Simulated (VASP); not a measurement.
# B (R-3m) in VASP: notebook

Runs on B. Level: PBE. Tasks: single point, relaxation of cell and atoms.

All numbers are computed with VASP 6.6.1; they aren't measurements. Logs are shortened: lines on timing, memory, paths and dates and some standing lists are left out, and cuts for length are marked.

## (1) The cell of the first run

It takes space group R-3m (No. 166, trigonal). Conventional cell: a = 4.189 Å, b = 4.189 Å, c = 8.003 Å, α = 90.00°, β = 90.00°, γ = 120.00°. Within 2.3 Å of B (site symmetry m) lie 5 B at 1.73 Å.

The cell was generated, and may not be a known phase.

## (2) Single point, PBE

File INCAR:

```
SYSTEM = B
PREC = Accurate
ENCUT = 520
EDIFF = 1E-6
ISMEAR = 0
SIGMA = 0.1
LREAL = .FALSE.
LASPH = .TRUE.
NELM = 100
ALGO = Normal
ISIF = 2
LWAVE = .FALSE.
LCHARG = .FALSE.
GGA = PE
NBANDS = 18
```

File KPOINTS:

```
regular mesh
0
G
  6 6 6
  0 0 0
```

File POSCAR:

```
B
1.0
    2.0944582400      1.2092360300      2.6677570100
   -2.0944582400      1.2092360300      2.6677570100
    0.0000000000     -2.4184720500      2.6677570100
B
6
Direct
    0.1337081600      0.1337081600      0.5468948000
    0.5468948000      0.1337081600      0.1337081600
    0.1337081600      0.5468948000      0.1337081600
    0.4531052000      0.8662918400      0.8662918400
    0.8662918400      0.8662918400      0.4531052000
    0.8662918400      0.4531052000      0.8662918400
```

Potentials or basis: VASP PAW PBE potentials, release 64 (B).

Command:

```bash
> cat potpaw_PBE.64/B/POTCAR > POTCAR
> mpirun -np 1 vasp_std > vasp.out
```

OUTCAR:

```text
SYSTEM = B
   PREC = Accurate
   ENCUT = 520
   EDIFF = 1E-6
   ISMEAR = 0
   LREAL = .FALSE.
   LASPH = .TRUE.
   NELM = 100
   ISIF = 2
   GGA = PE

 ion  position               nearest neighbor table
   1  0.134  0.134  0.547-   5 1.73   4 1.73   6 1.73   3 1.73   2 1.73
   2  0.547  0.134  0.134-   4 1.73   5 1.73   6 1.73   1 1.73   3 1.73
   3  0.134  0.547  0.134-   6 1.73   5 1.73   4 1.73   1 1.73   2 1.73
   4  0.453  0.866  0.866-   2 1.73   1 1.73   3 1.73   5 1.73   6 1.73
   5  0.866  0.866  0.453-   1 1.73   2 1.73   3 1.73   4 1.73   6 1.73
   6  0.866  0.453  0.866-   3 1.73   1 1.73   2 1.73   5 1.73   4 1.73

  LATTYP: Found a trigonal (rhomboedric) cell.
 ALAT       =     3.6008241501
 COS(alpha) =     0.3233414377

  Lattice vectors:

 A1 = (   2.0944582400,   1.2092360300,   2.6677570100)
 A2 = (  -2.0944582400,   1.2092360300,   2.6677570100)
 A3 = (   0.0000000000,  -2.4184720500,   2.6677570100)

Analysis of symmetry for initial positions (statically):
=====================================================================
 Subroutine PRICEL returns:
 Original cell was already a primitive cell.

 Routine SETGRP: Setting up the symmetry group for a
 trigonal (rhombohedral) supercell.

 Subroutine GETGRP returns: Found 12 space group operations
 (whereof 12 operations were pure point group operations)
 out of a pool of 12 trial point group operations.

The static configuration has the point symmetry D_3d.

Analysis of symmetry for dynamics (positions and initial velocities):
=====================================================================
 Subroutine PRICEL returns:
 Original cell was already a primitive cell.

 Routine SETGRP: Setting up the symmetry group for a
 trigonal (rhombohedral) supercell.

 Subroutine GETGRP returns: Found 12 space group operations
 (whereof 12 operations were pure point group operations)
 out of a pool of 12 trial point group operations.

The dynamic configuration has the point symmetry D_3d.

 Subroutine INISYM returns: Found 12 space group operations
 (whereof 12 operations are pure point group operations),
 and found     1 'primitive' translations

----------------------------------------------------------------------------------------

                                     Primitive cell

  volume of cell :      40.5397

  direct lattice vectors                    reciprocal lattice vectors
     2.094458240  1.209236030  2.667757010     0.238725218  0.137828069  0.124948911
    -2.094458240  1.209236030  2.667757010    -0.238725218  0.137828069  0.124948911
     0.000000000 -2.418472050  2.667757010     0.000000000 -0.275656138  0.124948911

  length of vectors
     3.600824150  3.600824150  3.600824145     0.302652502  0.302652502  0.302652502

  position of ions in fractional coordinates (direct lattice)
     0.133708160  0.133708160  0.546894800
     0.546894800  0.133708160  0.133708160
     0.133708160  0.546894800  0.133708160
     0.453105200  0.866291840  0.866291840
     0.866291840  0.866291840  0.453105200
     0.866291840  0.453105200  0.866291840

  ion indices of the primitive-cell ions
   primitive index   ion index
                 1           1
                 2           2
                 3           3
                 4           4
                 5           5
                 6           6

----------------------------------------------------------------------------------------

 KPOINTS: regular mesh

Automatic generation of k-mesh.
 Grid dimensions read from file:
 generate k-points for:    6    6    6

 Generating k-lattice:

  Cartesian coordinates                     Fractional coordinates (reciprocal lattice)
     0.039787536  0.022971345  0.020824818     0.166666667  0.000000000  0.000000000
    -0.039787536  0.022971345  0.020824818     0.000000000  0.166666667  0.000000000
     0.000000000 -0.045942690  0.020824819     0.000000000  0.000000000  0.166666667

  Length of vectors
     0.050442084  0.050442084  0.050442084

  Shift w.r.t. Gamma in fractional coordinates (k-lattice)
     0.000000000  0.000000000  0.000000000

 Subroutine IBZKPT returns following result:
 ===========================================

 Found     32 irreducible k-points:

 Following reciprocal coordinates:
            Coordinates               Weight
  0.000000  0.000000  0.000000      1.000000
  0.166667  0.000000  0.000000      6.000000
  0.333333  0.000000  0.000000      6.000000
  0.500000  0.000000  0.000000      3.000000
  0.166667  0.166667  0.000000      6.000000
  0.333333  0.166667  0.000000     12.000000
[... 16 lines left out ...]
  0.500000  0.500000  0.166667      6.000000
 -0.333333  0.500000  0.166667     12.000000
 [... further k-points ...]
   k-points           NKPTS =     32   k-points in BZ     NKDIM =     32   number of bands    NBANDS=     18
   number of dos      NEDOS =    301   number of ions     NIONS =      6
   total plane-waves  NPLWV =  21952
   dimension x,y,z NGX =    28 NGY =   28 NGZ =   28
   dimension x,y,z NGXF=    56 NGYF=   56 NGZF=   56
   ions per type =               6
   NGX,Y,Z   is equivalent  to a cutoff of  12.93, 12.93, 12.93 a.u.
   NGXF,Y,Z  is equivalent  to a cutoff of  25.85, 25.85, 25.85 a.u.
 SYSTEM =  B
   PREC   = accura    normal or accurate (medium, high low for compatibility)
   ISTART =      0    job   : 0-new  1-cont  2-samecut
   ICHARG =      2    charge: 1-file 2-atom 10-const
   ISPIN  =      1    spin polarized calculation?
   LNONCOLLINEAR =      F non collinear calculations
   LSORBIT =      F    spin-orbit coupling
   LASPH  =      T    aspherical Exc in radial PAW
   ENCUT  =  520.0 eV  38.22 Ry    6.18 a.u.   6.70  6.70  6.70*2*pi/ulx,y,z
   NELM   =    100;   NELMIN=  2; NELMDL= -5     # of ELM steps
   EDIFF  = 0.1E-05   stopping-criterion for ELM
   LREAL  =      F    real-space projection
[... 7 lines left out ...]
   TEBEG  =    0.0;   TEEND  =   0.0 temperature during run
   PSTRESS=    0.0 pullay stress
   NELECT =      18.0000    total number of electrons
   NUPDOWN=      -1.0000    fix difference up-down
   EMIN   =  10.00;   EMAX   =-10.00  energy-range for DOS
   EFERMI =   0.00;   METHOD = LEGACY
   ISMEAR =     0;   SIGMA  =   0.10  broadening in eV -4-tet -1-fermi 0-gaus
   EFERMI_NEDOS =   21; number of points for ismear=-14 and -15
   IALGO  =     38    algorithm
   IMIX   =      4    mixing-type and parameters
     AMIX     =   0.40;   BMIX     =  1.00
     AMIX_MAG =   1.60;   BMIX_MAG =  1.00
  volume/ion in A,a.u.               =       6.76        45.60
  Fermi-wavevector in a.u.,A,eV,Ry     =   1.248932  2.360140 21.222801  1.559832
  Thomas-Fermi vector in A             =   2.382996
   LORBIT       =      0    0 simple, 1 ext, 2 COOP (PROOUT), +10 PAW based schemes
   GGA     = PE    functional components
   LHFCALC =     F    Hartree Fock is set to
   AEXX    =    0.0000 exact exchange contribution
   IVDW    =     0    specifies the selected vdW correction
   LEPSILON=     F    determine dielectric tensor
   LRPA    =     F    only Hartree local field effects (RPA)
 non-spin polarized calculation
 Gauss-broadening in eV      SIGMA  =   0.10
  energy-cutoff  :      520.00
  volume of cell :       40.54
 maximum number of plane-waves:      1102
   NGX = 13   NGY = 13   NGZ = 13

 number of electron      18.0000000 magnetization

 Free energy of the ion-electron system (eV)
  ---------------------------------------------------
  ext. energy  EPLUGINS =         0.00000000
  ---------------------------------------------------
  free energy    TOTEN  =       -36.54165807 eV

  energy without entropy =      -36.53645788  energy(sigma->0) =      -36.53905798

 E-fermi :   6.2984     XC(G=0): -11.9915

 val. band max:        6.1819382650   @ k =   0.3333   0.1667   0.0000
 cond. band min:       6.3255870629   @ k =  -0.3333   0.3333   0.3333
 fundamental gap:      0.1436487979
 Fermi energy:         6.2983643805

 k-point     1 :       0.0000    0.0000    0.0000
  band No.  band energies     occupation
      1      -9.2249      2.00000
      2      -0.8342      2.00000
      3       0.7810      2.00000
      4       0.7810      2.00000
      5       1.5852      2.00000
      6       1.6674      2.00000
[... 10 lines left out ...]
     17      18.1724      0.00000
     18      18.1724      0.00000

 k-point     2 :       0.1667    0.0000    0.0000
  band No.  band energies     occupation
      1      -8.9342      2.00000
      2      -2.3573      2.00000
      3       0.2739      2.00000
      4       0.5248      2.00000
      5       1.5341      2.00000
      6       2.3779      2.00000
[... 10 lines left out ...]
     17      17.1277      0.00000
     18      17.7204      0.00000

 k-point     3 :       0.3333    0.0000    0.0000
  band No.  band energies     occupation
      1      -8.0671      2.00000
      2      -4.6659      2.00000
      3       0.1139      2.00000
      4       0.4092      2.00000
      5       1.7442      2.00000
      6       2.7873      2.00000
[... 10 lines left out ...]
     17      17.8262      0.00000
     18      18.8877      0.00000

 k-point     4 :       0.5000    0.0000    0.0000
  band No.  band energies     occupation
      1      -6.7774      2.00000
      2      -6.4754      2.00000
      3       0.1409      2.00000
      4       0.4459      2.00000
      5       1.5921      2.00000
      6       2.5369      2.00000
[... 375 lines left out ...]
      4      -0.7294      2.00000
      5       0.5942      2.00000
      6       3.4243      2.00000
[... 10 lines left out ...]
     17      17.5747      0.00000
     18      18.0266      0.00000

 k-point    23 :       0.5000    0.5000    0.1667
  band No.  band energies     occupation
      1      -6.0526      2.00000
      2      -4.0203      2.00000
      3      -3.4317      2.00000
      4      -2.1042      2.00000
      5      -1.2592      2.00000
      6       3.2490      2.00000
[... 10 lines left out ...]
     17      18.2973      0.00000
     18      19.8075      0.00000

 k-point    24 :      -0.3333    0.5000    0.1667
  band No.  band energies     occupation
      1      -5.5991      2.00000
      2      -4.6399      2.00000
      3      -4.2935      2.00000
      4      -1.9820      2.00000
      5      -0.1120      2.00000
      6       3.2404      2.00000
[... 10 lines left out ...]
     17      18.1172      0.00000
     18      18.5423      0.00000

 [... further k-points ...]

------------------------ aborting loop because EDIFF is reached ----------------------------------------

  FORCE on cell =-STRESS in cart. coord.  units (eV):
  Direction    XX          YY          ZZ          XY          YZ          ZX
  --------------------------------------------------------------------------------------
  -------------------------------------------------------------------------------------
  Total        6.3337155      6.3337155      4.5540422      0.0000000      0.0000000      0.0000000
  in kB      250.3161286    250.3161278    179.9812789      0.0000000      0.0000002      0.0000000
  external PRESSURE =     226.8711784 kB  Pullay stress =       0.0000000 kB

 VOLUME and BASIS-vectors are now :
 -----------------------------------------------------------------------------
  energy-cutoff  :      520.00
  volume of cell :       40.54
      direct lattice vectors                 reciprocal lattice vectors
     2.094458240  1.209236030  2.667757010     0.238725218  0.137828069  0.124948911
    -2.094458240  1.209236030  2.667757010    -0.238725218  0.137828069  0.124948911
     0.000000000 -2.418472050  2.667757010     0.000000000 -0.275656138  0.124948911

 POSITION                                       TOTAL-FORCE (eV/Angst)
 -----------------------------------------------------------------------------------
      0.00000     -0.99928      2.17238         0.000000      0.033125     -0.099085
      0.86540      0.49964      2.17238        -0.028687     -0.016563     -0.099085
     -0.86540      0.49964      2.17238         0.028687     -0.016563     -0.099085
     -0.86540     -0.49964      5.83089         0.028687      0.016563      0.099085
      0.00000      0.99928      5.83089         0.000000     -0.033125      0.099085
      0.86540     -0.49964      5.83089        -0.028687      0.016563      0.099085
 -----------------------------------------------------------------------------------
    total drift:                               -0.000000     -0.000000      0.000000

  FREE ENERGIE OF THE ION-ELECTRON SYSTEM (eV)
  ---------------------------------------------------
  free  energy   TOTEN  =       -36.5416580700 eV

  energy  without entropy=      -36.5364578836  energy(sigma->0) =      -36.53905798
```

It took 39 s on 1 thread of Intel Xeon 8259CL, shared host; peak memory 0.15 GiB.

What came out:

```yaml
Free_energy: -36.5417 eV
Pressure: 22.7 GPa
Largest_force: 0.104 eV/Å
Band_gap_on_the_k_mesh: zero (bands 9 and 10 overlap by 3.08 eV)
```

Forces in eV/Å, atoms in the order of the input:
```
B    0.000  0.033 -0.099
B   -0.029 -0.017 -0.099
B    0.029 -0.017 -0.099
B    0.029  0.017  0.099
B    0.000 -0.033  0.099
B   -0.029  0.017  0.099
```

Stress tensor (GPa, compression positive):
```
25.03  0.00  0.00
 0.00 25.03  0.00
 0.00  0.00 18.00
```

Caveat: the stress differs along the axes, from 18 to 25 GPa.

## (3) Single point, PBE

This run uses another cell than the first one, of 7.44 Å³/atom.

File INCAR:

```
PREC     = Accurate       # precision mode
ENCUT    = 520            # plane-wave cutoff, eV
EDIFF    = 1E-7           # SCF threshold, eV
ISMEAR   = 0              # smearing method
SIGMA    = 0.1            # smearing width, eV
LREAL    = False          # projectors in reciprocal space
LASPH    = True           # aspherical terms in the spheres
NELM     = 80             # most SCF steps
ALGO     = Normal         # electronic algorithm
ISIF     = 2              # what is computed and relaxed
LWAVE    = False          # write WAVECAR
LCHARG   = False          # write CHGCAR
GGA      = PE             # functional
NBANDS   = 18             # bands
```

File KPOINTS:

```
regular mesh
0
Gamma
  12 12 12
```

File POSCAR:

```
B
1.0
    2.2738496666      1.3128077171      2.4922071760
   -2.2738496666      1.3128077171      2.4922071760
    0.0000000000     -2.6256154342      2.4922071760
B
6
Direct
    0.1501469855      0.1501469855      0.5325769613
    0.5325769613      0.1501469855      0.1501469855
    0.1501469855      0.5325769613      0.1501469855
    0.4674230387      0.8498530145      0.8498530145
    0.8498530145      0.8498530145      0.4674230387
    0.8498530145      0.4674230387      0.8498530145
```

Potentials or basis: VASP PAW PBE potentials, release 64 (B).

Command:

```bash
> cat potpaw_PBE.64/B/POTCAR > POTCAR
> mpirun -np 1 vasp_std > vasp.out
```

Run time: 3.4 min. Hardware: 1 thread of Intel Xeon 8259CL, shared host; peak memory 0.23 GiB.

It converged, with:

```
Free energy            : -36.8971 eV
Pressure               : 0.0 GPa
Largest force          : 0.007 eV/Å
Band gap on the k mesh : zero (bands 9 and 10 overlap by 3.97 eV)
```

Forces in eV/Å, atoms in the order of the input:
```
B    0.000 -0.007  0.002
B    0.006  0.004  0.002
B   -0.006  0.004  0.002
B   -0.006 -0.004 -0.002
B    0.000  0.007 -0.002
B    0.006 -0.004 -0.002
```

Levels at points of the mesh, in eV from the Fermi level:
```tsv
k point	band 5	band 6	band 7	band 8	band 9	band 10	band 11	band 12	band 13	band 14
(0.00, 0.00, 0.00)	-4.25	-4.25	-4.19	-1.05	-1.05	-0.90	4.09	4.45	4.63	4.63
(0.50, 0.00, 0.00)	-4.32	-3.48	-2.26	-2.21	-2.07	0.39	0.52	5.62	6.45	6.52
(0.50, 0.50, 0.00)	-4.86	-3.08	-2.12	-1.32	-0.47	1.92	3.33	4.48	4.72	5.49
(0.50, 0.50, 0.50)	-7.12	-5.91	-5.91	-5.33	2.25	2.25	7.02	8.59	8.59	8.91
```

## (4) Relaxation of cell and atoms, PBE

This run uses another cell than the first one, of 7.41 Å³/atom.

File INCAR:

```
PREC = Accurate
ENCUT = 600
EDIFF = 1E-6
ISMEAR = 0
SIGMA = 0.1
LREAL = F
LASPH = T
NELM = 60
ALGO = Normal
ISIF = 3
LWAVE = F
LCHARG = F
GGA = PE
IBRION = 2
NSW = 100
EDIFFG = -0.01
```

File KPOINTS:

```
Automatic mesh
0
Gamma
  12 12 12
```

File POSCAR:

```
B
1.0
    2.1808189781      1.2590964241      2.7002270048
   -2.1808189781      1.2590964241      2.7002270048
    0.0000000000     -2.5181928481      2.7002270048
B
6
Direct
    0.1361819929      0.1361819929      0.5427941663
    0.5427941663      0.1361819929      0.1361819929
    0.1361819929      0.5427941663      0.1361819929
    0.4572058337      0.8638180071      0.8638180071
    0.8638180071      0.8638180071      0.4572058337
    0.8638180071      0.4572058337      0.8638180071
```

Command:

```bash
> cat potpaw_PBE.64/B/POTCAR > POTCAR
> mpirun -np 1 vasp_std > vasp.out
```

Wall time 24 min (1 thread of Intel Xeon 8259CL, shared host); peak memory 0.25 GiB.

Results (log left out):

* Free energy: -36.9015 eV
* Relaxed volume: 7.44 Å³/atom
* Relaxed cell: a = 3.621 Å, b = 3.621 Å, c = 3.621 Å, α = 77.80°, β = 77.80°, γ = 77.80°
* Space group after relaxing (to 0.1 Å): R-3m (No. 166)
* Energy gained by relaxing: 12.4 meV/atom
* Ionic steps: 16
* Pressure after relaxing: 0.0 GPa
* Band gap on the k mesh: zero (bands 9 and 10 overlap by 3.96 eV)

Stress tensor (GPa, compression positive):
```
 0.01  0.00  0.00
 0.00  0.01  0.00
 0.00  0.00 -0.12
```

The path:
| step | energy change (eV) | largest force (eV/Å) | pressure (GPa) | volume (Å³) |
| --- | --- | --- | --- | --- |
| 1 | 0.0000 | 0.1101 | 0.55 | 44.49 |
| 2 | -0.0059 | 0.0883 | 0.01 | 44.65 |
| 3 | -0.0150 | 0.1754 | -1.48 | 45.14 |
| 4 | -0.0177 | 0.1741 | -1.46 | 45.15 |
| 5 | -0.0250 | 0.1768 | -1.42 | 45.16 |
| 6 | -0.0328 | 0.1904 | -1.37 | 45.18 |
| 7 | -0.0540 | 0.1636 | -1.38 | 45.19 |
| 8 | 0.0321 | 0.8482 | -2.31 | 45.06 |
| 9 | -0.0610 | 0.2064 | -1.41 | 45.18 |
| 10 | -0.0620 | 0.2850 | -1.59 | 45.16 |
| 11 | -0.0627 | 0.2426 | -1.50 | 45.17 |
| 12 | -0.0721 | 0.1174 | -0.55 | 44.80 |
| 13 | -0.0721 | 0.1236 | -0.50 | 44.79 |
| 14 | -0.0740 | 0.0192 | 0.43 | 44.55 |
| 15 | -0.0741 | 0.0103 | 0.24 | 44.60 |
| 16 | -0.0741 | 0.0012 | -0.03 | 44.65 |

Final structure:
```
B
1.0
     2.27363    1.31268    2.49355
    -2.27363    1.31268    2.49355
     0.00000   -2.62536    2.49355
B
6
Cartesian
  0.0000 -1.0043 2.0767
  0.8697 0.5021 2.0767
  -0.8697 0.5021 2.0767
  -0.8697 -0.5021 5.4039
  0.0000 1.0043 5.4039
  0.8697 -0.5021 5.4039
```

Levels at points of the mesh, in eV from the Fermi level:
| k point | band 7 | band 8 | band 9 | band 10 | band 11 | band 12 |
| --- | --- | --- | --- | --- | --- | --- |
| (0.00, 0.00, 0.00) | -4.19 | -1.05 | -1.05 | -0.90 | 4.09 | 4.63 |
| (0.50, 0.00, 0.00) | -2.26 | -2.20 | -2.06 | 0.39 | 0.52 | 5.61 |
| (0.50, 0.50, 0.00) | -2.12 | -1.32 | -0.47 | 1.93 | 3.33 | 4.49 |
| (0.50, 0.50, 0.50) | -5.91 | -5.32 | 2.24 | 2.24 | 7.02 | 8.59 |

## (5) Summary

```csv
task,cell,k mesh,cutoff (eV),gap on the mesh (eV),pressure (GPa),largest force (eV/Å)
single point,"a = 3.601 Å, angles 71.1°, 6 atoms, atomic positions A",6 × 6 × 6,520,none,22.7,0.10
single point,"a = 3.620 Å, angles 77.8°, 6 atoms, atomic positions B",12 × 12 × 12,520,none,0.0,0.01
relaxation of cell and atoms,"relaxed from a = 3.692 Å, angles 72.4°, 6 atoms, atomic positions C",12 × 12 × 12,600,none,0.0,-
```

Alike in all rows: level PBE; potentials or basis VASP PAW PBE potentials, release 64 (B); no spin polarisation; smearing gaussian 0.1 eV.

Caveats: the stress differs along the axes, from 18 to 25 GPa (at least some runs).

Absolute energies hang on the potentials; compare differences alone.

The gap in the log of VASP goes by the Fermi energy; the results here count the filled bands.